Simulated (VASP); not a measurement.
Write the native input for VASP 6.6.1 that does the following.

- Task: single point
- Functional: PBE
- Potentials or basis: VASP PAW PBE potentials, release 64 (Nb_sv, Te)
- Cutoff: 520 eV
- k mesh: 8 × 8 × 8
- Occupations: gaussian, width 0.017 eV
- Spin: no spin polarisation
- Dipole correction: no
- Further INCAR settings: ALGO = Normal; EDIFF = 1e-07; NBANDS = 16

The structure of NbTe lies in POSCAR:

```
NbTe
1.0
    3.4257000000      0.0000000000      0.0000000000
    0.0000000000      3.4257000000      0.0000000000
    0.0000000000      0.0000000000      3.4257000000
Nb Te
1 1
Direct
    0.5000000000      0.5000000000      0.5000000000
    0.0000000000      0.0000000000      0.0000000000
```

These files were run (other wordings do the same):

INCAR

```
  PREC = Accurate
  ENCUT = 520
  EDIFF = 1E-7
  ISMEAR = 0
  SIGMA = 0.017
  LREAL = F
  LASPH = T
  NELM = 80
  ALGO = Normal
  ISIF = 2
  LWAVE = F
  LCHARG = F
  GGA = PE
  NBANDS = 16
```

KPOINTS

```
regular mesh
0
Gamma
  8 8 8
```

Potentials or basis: VASP PAW PBE potentials, release 64 (Nb_sv, Te).

Command:

```console
$ cat potpaw_PBE.64/Nb_sv/POTCAR potpaw_PBE.64/Te/POTCAR > POTCAR
$ mpirun -np 1 vasp_std > vasp.out
```

Results of the run:

* Pressure: -0.3 GPa

Wall time 44 s on 1 thread of Intel Xeon 8259CL, on a shared host, peak memory 0.17 GiB.
